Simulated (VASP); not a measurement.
# Mn (P6_3/mmc) in VASP: a series of runs

The runs below take Mn through single point, relaxation of cell and atoms, with PBE.

Program: VASP 6.6.1. These are calculated values, not measurements. Logs are shortened: lines on timing, memory, paths and dates and some standing lists are left out, and cuts for length are marked.

### Step 1. The cell of the first run

The structure is hexagonal, space group P6_3/mmc (No. 194). Conventional cell: a = 2.202 Å, b = 2.202 Å, c = 3.550 Å, α = 90.00°, β = 90.00°, γ = 120.00°. Within 2.9 Å of Mn (site symmetry -6m2) lie 12 Mn at 2.18 to 2.20 Å.

This isn't the form of Mn at room conditions, which is a 58-atom cubic cell.

### Step 2. Single point, PBE, collinear spin, ferromagnetic start

Contents of INCAR:

```
ALGO = Normal
EDIFF = 1E-6
ENCUT = 680
GGA = PE
GGA_COMPAT = False
ISIF = 2
ISMEAR = -1
ISPIN = 2
LASPH = True
LCHARG = False
LMAXMIX = 4
LORBIT = 11
LREAL = False
LWAVE = False
MAGMOM = 3 3
NBANDS = 26
NELM = 200
PREC = Accurate
SIGMA = 0.08
```

Contents of KPOINTS:

```
k-points
0
Gamma
  20 20 11
```

Contents of POSCAR:

```
Mn
1.0
    2.2022969139      0.0000000000      0.0000000000
   -1.1011484569      1.9072450741      0.0000000000
    0.0000000000      0.0000000000      3.5502903537
Mn
2
Direct
    0.3333333333      0.6666666667      0.2500000000
    0.6666666667      0.3333333333      0.7500000000
```

Potentials or basis: VASP PAW PBE potentials, release 64 (Mn_sv).

Launch:

```console
$ cat potpaw_PBE.64/Mn_sv/POTCAR > POTCAR
$ mpirun -np 1 vasp_std > vasp.out
```

OUTCAR:

```text
EDIFF = 1E-6
   ENCUT = 680
   GGA = PE
   ISIF = 2
   ISMEAR = -1
   ISPIN = 2
   LASPH = True
   LORBIT = 11
   LREAL = False
   NELM = 200
   PREC = Accurate

 ion  position               nearest neighbor table
   1  0.333  0.667  0.250-   2 2.18   2 2.18   2 2.18   2 2.18   2 2.18   2 2.18
   2  0.667  0.333  0.750-   1 2.18   1 2.18   1 2.18   1 2.18   1 2.18   1 2.18

  LATTYP: Found a hexagonal cell.
 ALAT       =     2.2022969139
 C/A-ratio  =     1.6120852421

  Lattice vectors:

 A1 = (   2.2022969139,   0.0000000000,   0.0000000000)
 A2 = (  -1.1011484569,   1.9072450741,   0.0000000000)
 A3 = (   0.0000000000,   0.0000000000,   3.5502903537)

Analysis of symmetry for initial positions (statically):
=====================================================================
 Subroutine PRICEL returns:
 Original cell was already a primitive cell.

 Routine SETGRP: Setting up the symmetry group for a
 hexagonal supercell.

 Subroutine GETGRP returns: Found 24 space group operations
 (whereof 12 operations were pure point group operations)
 out of a pool of 24 trial point group operations.

The static configuration has the point symmetry D_3d.
 The point group associated with its full space group is D_6h.

Analysis of symmetry for dynamics (positions and initial velocities):
=====================================================================
 Subroutine PRICEL returns:
 Original cell was already a primitive cell.

 Routine SETGRP: Setting up the symmetry group for a
 hexagonal supercell.

 Subroutine GETGRP returns: Found 24 space group operations
 (whereof 12 operations were pure point group operations)
 out of a pool of 24 trial point group operations.

The dynamic configuration has the point symmetry D_3d.
 The point group associated with its full space group is D_6h.

Analysis of structural, dynamic, and magnetic symmetry:
=====================================================================
 Subroutine PRICEL returns:
 Original cell was already a primitive cell.

 Routine SETGRP: Setting up the symmetry group for a
 hexagonal supercell.

 Subroutine GETGRP returns: Found 24 space group operations
 (whereof 12 operations were pure point group operations)
 out of a pool of 24 trial point group operations.

The overall configuration has the point symmetry D_3d.
 The point group associated with its full space group is D_6h.

 Subroutine INISYM returns: Found 24 space group operations
 (whereof 12 operations are pure point group operations),
 and found     1 'primitive' translations

----------------------------------------------------------------------------------------

                                     Primitive cell

  volume of cell :      14.9124

  direct lattice vectors                    reciprocal lattice vectors
     2.202296914  0.000000000  0.000000000     0.454071381  0.262158234  0.000000000
    -1.101148457  1.907245074  0.000000000     0.000000000  0.524316468  0.000000000
     0.000000000  0.000000000  3.550290354     0.000000000  0.000000000  0.281667103

  length of vectors
     2.202296914  2.202296914  3.550290354     0.524316468  0.524316468  0.281667103

  position of ions in fractional coordinates (direct lattice)
     0.333333333  0.666666667  0.250000000
     0.666666667  0.333333333  0.750000000

  ion indices of the primitive-cell ions
   primitive index   ion index
                 1           1
                 2           2

----------------------------------------------------------------------------------------

 KPOINTS: k-points

Automatic generation of k-mesh.
 Grid dimensions read from file:
 generate k-points for:   20   20   11

 Generating k-lattice:

  Cartesian coordinates                     Fractional coordinates (reciprocal lattice)
     0.022703569  0.013107912  0.000000000     0.050000000  0.000000000  0.000000000
     0.000000000  0.026215823  0.000000000     0.000000000  0.050000000  0.000000000
     0.000000000  0.000000000  0.025606100     0.000000000  0.000000000  0.090909091

  Length of vectors
     0.026215823  0.026215823  0.025606100

  Shift w.r.t. Gamma in fractional coordinates (k-lattice)
     0.000000000  0.000000000  0.000000000

 Subroutine IBZKPT returns following result:
 ===========================================

 Found    264 irreducible k-points:

 Following reciprocal coordinates:
            Coordinates               Weight
  0.000000  0.000000  0.000000      1.000000
  0.050000  0.000000  0.000000      6.000000
  0.100000  0.000000  0.000000      6.000000
  0.150000  0.000000  0.000000      6.000000
  0.200000  0.000000  0.000000      6.000000
  0.250000  0.000000  0.000000      6.000000
[... 16 lines left out ...]
  0.200000  0.100000  0.000000     12.000000
  0.250000  0.100000  0.000000     12.000000
 [... further k-points ...]
   k-points           NKPTS =    264   k-points in BZ     NKDIM =    264   number of bands    NBANDS=     26
   number of dos      NEDOS =    301   number of ions     NIONS =      2
   total plane-waves  NPLWV =  12000
   dimension x,y,z NGX =    20 NGY =   20 NGZ =   30
   dimension x,y,z NGXF=    40 NGYF=   40 NGZF=   60
   ions per type =               2
   NGX,Y,Z   is equivalent  to a cutoff of  15.10, 15.10, 14.05 a.u.
   NGXF,Y,Z  is equivalent  to a cutoff of  30.20, 30.20, 28.10 a.u.
 SYSTEM =  unknown system
   PREC   = accura    normal or accurate (medium, high low for compatibility)
   ISTART =      0    job   : 0-new  1-cont  2-samecut
   ICHARG =      2    charge: 1-file 2-atom 10-const
   ISPIN  =      2    spin polarized calculation?
   LNONCOLLINEAR =      F non collinear calculations
   LSORBIT =      F    spin-orbit coupling
   LASPH  =      T    aspherical Exc in radial PAW
   ENCUT  =  680.0 eV  49.98 Ry    7.07 a.u.   4.68  4.68  7.55*2*pi/ulx,y,z
   NELM   =    200;   NELMIN=  2; NELMDL= -5     # of ELM steps
   EDIFF  = 0.1E-05   stopping-criterion for ELM
   LREAL  =      F    real-space projection
   EDIFFG = 0.1E-04   stopping-criterion for IOM
   NSW    =      0    number of steps for IOM
   IBRION =     -1    ionic relax: 0-MD 1-quasi-New 2-CG
   NFREE  =      0    steps in history (QN), initial steepest desc. (CG)
   ISIF   =      2    stress and relaxation
   ISYM   =      2    0-nonsym 1-usesym 2-fastsym
   POTIM  = 0.5000    time-step for ionic-motion
   TEBEG  =    0.0;   TEEND  =   0.0 temperature during run
   PSTRESS=    0.0 pullay stress
   NELECT =      30.0000    total number of electrons
   NUPDOWN=      -1.0000    fix difference up-down
   EMIN   =  10.00;   EMAX   =-10.00  energy-range for DOS
   EFERMI =   0.00;   METHOD = LEGACY
   ISMEAR =    -1;   SIGMA  =   0.08  broadening in eV -4-tet -1-fermi 0-gaus
   EFERMI_NEDOS =   21; number of points for ismear=-14 and -15
   IALGO  =     38    algorithm
   IMIX   =      4    mixing-type and parameters
     AMIX     =   0.40;   BMIX     =  1.00
     AMIX_MAG =   1.60;   BMIX_MAG =  1.00
  volume/ion in A,a.u.               =       7.46        50.32
  Fermi-wavevector in a.u.,A,eV,Ry     =   2.066648  3.905398 58.110942  4.271034
  Thomas-Fermi vector in A             =   3.065400
   LORBIT       =     11    0 simple, 1 ext, 2 COOP (PROOUT), +10 PAW based schemes
   GGA     = PE    functional components
   LHFCALC =     F    Hartree Fock is set to
   AEXX    =    0.0000 exact exchange contribution
   IVDW    =     0    specifies the selected vdW correction
   LEPSILON=     F    determine dielectric tensor
   LRPA    =     F    only Hartree local field effects (RPA)
 spin polarized calculation
  energy-cutoff  :      680.00
  volume of cell :       14.91
 maximum number of plane-waves:       617
 NGX is ok and might be reduce to    20
   NGX =  9   NGY =  9   NGZ = 15

 number of electron      30.0000023 magnetization       0.0000068

 number of electron      30.0000023 magnetization      -0.0000761

 Free energy of the ion-electron system (eV)
  ---------------------------------------------------
  ext. energy  EPLUGINS =         0.00000000
  ---------------------------------------------------
  free energy    TOTEN  =       -14.92219510 eV

  energy without entropy =      -14.88596469  energy(sigma->0) =      -14.90407990

 E-fermi :  21.3122     XC(G=0): -16.5215

 val. band max:       21.3052032273   @ k =   0.2000   0.2000   0.4545
 cond. band min:      21.3135323162   @ k =   0.3500   0.0500   0.4545
 fundamental gap:      0.0083290889
 Fermi energy:        21.3122478952

 spin component 1

 k-point     1 :       0.0000    0.0000    0.0000
  band No.  band energies     occupation
      1     -58.4166      1.00000
      2     -57.7477      1.00000
      3     -28.1027      1.00000
      4     -26.0137      1.00000
      5     -26.0137      1.00000
      6     -25.7078      1.00000
[... 18 lines left out ...]
     25      55.3305      0.00000
     26      55.3657      0.00000

 k-point     2 :       0.0500    0.0000    0.0000
  band No.  band energies     occupation
      1     -58.4035      1.00000
      2     -57.7416      1.00000
      3     -28.0830      1.00000
      4     -26.0581      1.00000
      5     -26.0278      1.00000
      6     -25.7531      1.00000
[... 18 lines left out ...]
     25      53.6696      0.00000
     26      53.8916      0.00000

 k-point     3 :       0.1000    0.0000    0.0000
  band No.  band energies     occupation
      1     -58.3651      1.00000
      2     -57.7241      1.00000
      3     -28.0252      1.00000
      4     -26.1873      1.00000
      5     -26.0682      1.00000
      6     -25.8830      1.00000
[... 572 lines left out ...]
 k-point    23 :       0.2000    0.1000    0.0000
  band No.  band energies     occupation
      1     -58.1057      1.00000
      2     -57.6223      1.00000
      3     -27.6131      1.00000
      4     -26.9242      1.00000
      5     -26.7254      1.00000
      6     -26.2720      1.00000
[... 18 lines left out ...]
     25      49.1382      0.00000
     26      49.9375      0.00000

 k-point    24 :       0.2500    0.1000    0.0000
  band No.  band energies     occupation
      1     -58.0130      1.00000
      2     -57.5956      1.00000
      3     -27.4534      1.00000
      4     -27.1877      1.00000
      5     -26.9189      1.00000
      6     -26.3859      1.00000
[... 18 lines left out ...]
     25      48.5228      0.00000
     26      48.7012      0.00000

 [... further k-points ...]

 spin component 2

 k-point     1 :       0.0000    0.0000    0.0000
  band No.  band energies     occupation
      1     -58.4166      1.00000
      2     -57.7477      1.00000
      3     -28.1027      1.00000
      4     -26.0137      1.00000
      5     -26.0137      1.00000
      6     -25.7079      1.00000
[... 18 lines left out ...]
     25      55.3313      0.00000
     26      55.3365      0.00000

 k-point     2 :       0.0500    0.0000    0.0000
  band No.  band energies     occupation
      1     -58.4035      1.00000
      2     -57.7416      1.00000
      3     -28.0831      1.00000
      4     -26.0581      1.00000
      5     -26.0279      1.00000
      6     -25.7532      1.00000
[... 18 lines left out ...]
     25      53.6697      0.00000
     26      53.8881      0.00000

 k-point     3 :       0.1000    0.0000    0.0000
  band No.  band energies     occupation
      1     -58.3652      1.00000
      2     -57.7241      1.00000
      3     -28.0252      1.00000
      4     -26.1873      1.00000
      5     -26.0682      1.00000
      6     -25.8831      1.00000
[... 572 lines left out ...]
 k-point    23 :       0.2000    0.1000    0.0000
  band No.  band energies     occupation
      1     -58.1057      1.00000
      2     -57.6224      1.00000
      3     -27.6131      1.00000
      4     -26.9242      1.00000
      5     -26.7254      1.00000
      6     -26.2720      1.00000
[... 18 lines left out ...]
     25      49.1383      0.00000
     26      49.9376      0.00000

 k-point    24 :       0.2500    0.1000    0.0000
  band No.  band energies     occupation
      1     -58.0131      1.00000
      2     -57.5956      1.00000
      3     -27.4534      1.00000
      4     -27.1877      1.00000
      5     -26.9190      1.00000
      6     -26.3859      1.00000
[... 18 lines left out ...]
     25      48.5229      0.00000
     26      48.7013      0.00000

 [... further k-points ...]

------------------------ aborting loop because EDIFF is reached ----------------------------------------

  FORCE on cell =-STRESS in cart. coord.  units (eV):
  Direction    XX          YY          ZZ          XY          YZ          ZX
  --------------------------------------------------------------------------------------
  -------------------------------------------------------------------------------------
  Total       20.2610624     20.2610624     20.2803822      0.0000000      0.0000000     -0.0000000
  in kB     2176.8402114   2176.8402113   2178.9159259      0.0000001      0.0000000     -0.0000000
  external PRESSURE =    2177.5321162 kB  Pullay stress =       0.0000000 kB

 VOLUME and BASIS-vectors are now :
 -----------------------------------------------------------------------------
  energy-cutoff  :      680.00
  volume of cell :       14.91
      direct lattice vectors                 reciprocal lattice vectors
     2.202296914  0.000000000  0.000000000     0.454071381  0.262158234  0.000000000
    -1.101148457  1.907245074  0.000000000     0.000000000  0.524316468  0.000000000
     0.000000000  0.000000000  3.550290354     0.000000000  0.000000000  0.281667103

 POSITION                                       TOTAL-FORCE (eV/Angst)
 -----------------------------------------------------------------------------------
     -0.00000      1.27150      0.88757        -0.000000      0.000000      0.000000
      1.10115      0.63575      2.66272         0.000000     -0.000000      0.000000
 -----------------------------------------------------------------------------------
    total drift:                               -0.000000      0.000000     -0.000000

  FREE ENERGIE OF THE ION-ELECTRON SYSTEM (eV)
  ---------------------------------------------------
  free  energy   TOTEN  =       -14.9221950974 eV

  energy  without entropy=      -14.8859646935  energy(sigma->0) =      -14.90407990

 total charge

# of ion       s       p       d       tot
------------------------------------------
    1        2.371   6.177   5.084  13.631
    2        2.371   6.177   5.084  13.631
--------------------------------------------------
tot          4.741  12.354  10.168  27.263

 magnetization (x)

# of ion       s       p       d       tot
------------------------------------------
    1       -0.000   0.000  -0.000  -0.000
    2       -0.000   0.000  -0.000  -0.000
--------------------------------------------------
tot         -0.000   0.000  -0.000  -0.000
```

Run time: 2.5 min. Hardware: 1 thread of AMD EPYC 9R45 (Zen 5), shared host; peak memory 0.27 GiB.

Results:

| Quantity | Value |
| --- | --- |
| Free energy | -14.9222 eV |
| Pressure | 217.8 GPa |
| Band gap on the k mesh | zero (filled and empty bands overlap) |
| Net moment | 0.00 μB per cell |
| Valence electrons inside the program's atomic spheres | Mn 13.63 |

Levels at points of the mesh, in eV from the Fermi level:
Spin up:
```
           k point  band 12  band 13  band 14  band 15  band 16  band 17  band 18  band 19
(0.00, 0.00, 0.00)    -1.74    -1.69    -0.90    -0.90    -0.06    -0.06     1.92     2.60
(0.50, 0.00, 0.00)    -2.12    -1.41    -1.36    -0.60     2.99     3.29     3.37     5.88
```
Spin down:
```csv
k point,band 13,band 14,band 15,band 16,band 17,band 18
"(0.00, 0.00, 0.00)",-1.69,-0.90,-0.90,-0.06,-0.06,1.92
"(0.50, 0.00, 0.00)",-1.41,-1.36,-0.60,2.99,3.29,3.37
```

Caveat: the cell stands under pressure; the moments typed at the start vanished in this run.

### Step 3. Relaxation of cell and atoms, PBE, collinear spin, ferromagnetic start

This run uses another cell than the first one, of 11.04 Å³/atom.

Contents of INCAR:

```
SYSTEM = Mn
  PREC = Accurate
  ENCUT = 600
  EDIFF = 1E-6
  ISMEAR = -1
  SIGMA = 0.08
  LREAL = .FALSE.
  LASPH = .TRUE.
  NELM = 150
  ALGO = Normal
  ISIF = 3
  LWAVE = .FALSE.
  LCHARG = .FALSE.
  ISPIN = 2
  MAGMOM = 3 3
  LORBIT = 11
  LMAXMIX = 4
  GGA = PE
  IBRION = 2
  NSW = 60
  EDIFFG = -0.005
```

Contents of KPOINTS:

```
regular mesh
0
G
  20 20 11
  0 0 0
```

Contents of POSCAR:

```
Mn
1.0
    2.5059439958      0.0000000000      0.0000000000
   -1.2529719979      2.1702111608      0.0000000000
    0.0000000000      0.0000000000      4.0596292732
Mn
2
Direct
    0.3333333333      0.6666666667      0.2500000000
    0.6666666667      0.3333333333      0.7500000000
```

Potentials or basis: VASP PAW PBE potentials, release 64 (Mn_pv).

Launch:

```console
$ cat potpaw_PBE.64/Mn_pv/POTCAR > POTCAR
$ mpirun -np 1 vasp_std > vasp.out
```

It took 15 min on 1 thread of Oxide Virtual Turin-like, shared host; peak memory 0.27 GiB.

Results (log left out):

```
Free energy                                           : -17.9181 eV
Relaxed volume                                        : 10.70 Å³/atom
Relaxed cell                                          : a = 2.483 Å, b = 2.483 Å, c = 4.011 Å, α = 90.00°, β = 90.00°, γ = 120.00°
Space group after relaxing (to 0.1 Å)                 : P6_3/mmc (No. 194)
Energy gained by relaxing                             : 8.6 meV/atom
Ionic steps                                           : 5
Pressure after relaxing                               : 0.0 GPa
Band gap on the k mesh                                : zero (filled and empty bands overlap)
Net moment                                            : 0.00 μB per cell
Valence electrons inside the program's atomic spheres : Mn 11.99
```

The path:
| step | energy change (eV) | largest force (eV/Å) | pressure (GPa) | volume (Å³) |
| --- | --- | --- | --- | --- |
| 1 | 0.0000 | 0.0000 | -8.02 | 22.08 |
| 2 | 0.0325 | 0.0000 | 15.85 | 20.36 |
| 3 | -0.0172 | 0.0000 | -0.13 | 21.42 |
| 4 | -0.0172 | 0.0000 | 0.06 | 21.41 |
| 5 | -0.0172 | 0.0000 | 0.05 | 21.41 |

Final structure:
```yaml
crystal:
  lattice:
    - [2.48260, 0.00000, 0.00000]
    - [-1.24130, 2.15000, 0.00000]
    - [0.00000, 0.00000, 4.01083]
  atoms:
    - { symbol: Mn, position: [0.33333, 0.66667, 0.25000] }
    - { symbol: Mn, position: [0.66667, 0.33333, 0.75000] }
```

Levels at points of the mesh, in eV from the Fermi level:
Spin up:
```csv
k point,band 11,band 12,band 13,band 14,band 15,band 16
"(0.00, 0.00, 0.00)",-0.95,-0.48,-0.48,0.04,0.04,0.76
"(0.50, 0.00, 0.00)",-1.17,-0.93,-0.41,1.81,1.98,2.03
```
Spin down:
```
           k point  band 10  band 11  band 12  band 13  band 14  band 15  band 16  band 17
(0.00, 0.00, 0.00)    -0.95    -0.95    -0.48    -0.48     0.04     0.04     0.76     1.62
(0.50, 0.00, 0.00)    -1.36    -1.17    -0.93    -0.41     1.81     1.98     2.03     3.60
```

Caveat: the moments typed at the start vanished in this run.
